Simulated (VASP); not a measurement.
Input of a VASP 6.6.1 run:

File INCAR:

```
PREC = Accurate ; ENCUT = 520
EDIFF = 1E-7 ; ISMEAR = 0
SIGMA = 0.15 ; LREAL = F
LASPH = T ; NELM = 80
ALGO = Normal ; ISIF = 2
LWAVE = F ; LCHARG = T
LELF = T ; LVHAR = T
NBANDS = 15
```

The input KPOINTS:

```
regular mesh
0
Gamma
  18 18 18
```

File POSCAR:

```
TaN
1.0
    0.0000000000      2.1738356505      2.1738356505
    2.1738356505      0.0000000000      2.1738356505
    2.1738356505      2.1738356505      0.0000000000
Ta N
1 1
Direct
    0.4956556505      0.5043443495      0.5043443495
    0.0561219980     -0.0561219980     -0.0561219980
```

Potentials or basis: VASP PAW LDA potentials, release 64 (Ta_pv, N).

Launch:

```console
$ cat potpaw_LDA.64/Ta_pv/POTCAR potpaw_LDA.64/N/POTCAR > POTCAR
$ mpirun -np 1 vasp_std > vasp.out
```

Q: Predict the band gap on the k mesh.

A: Zero (band 8 reaches 11.35 eV, above the bottom of band 9 at 8.25 eV).

Q: Predict the pressure.

A: 15.9 GPa.

Q: What does it give for the largest force?

A: 3.487 eV/Å.

Stress tensor (GPa, compression positive):
```
42.15  0.00  0.00
 0.00  2.75  0.00
 0.00  0.00  2.75
```

Caveat: the cell differs from its parent crystal (mode 4 frozen in at -0.244 Å and mode 6 at +0.000 Å (largest displacements)); spin-orbit coupling is left out, which moves the levels of the heavy elements; forces of over 1 eV/Å act on the atoms, so gaps and moduli don't describe the material at rest.
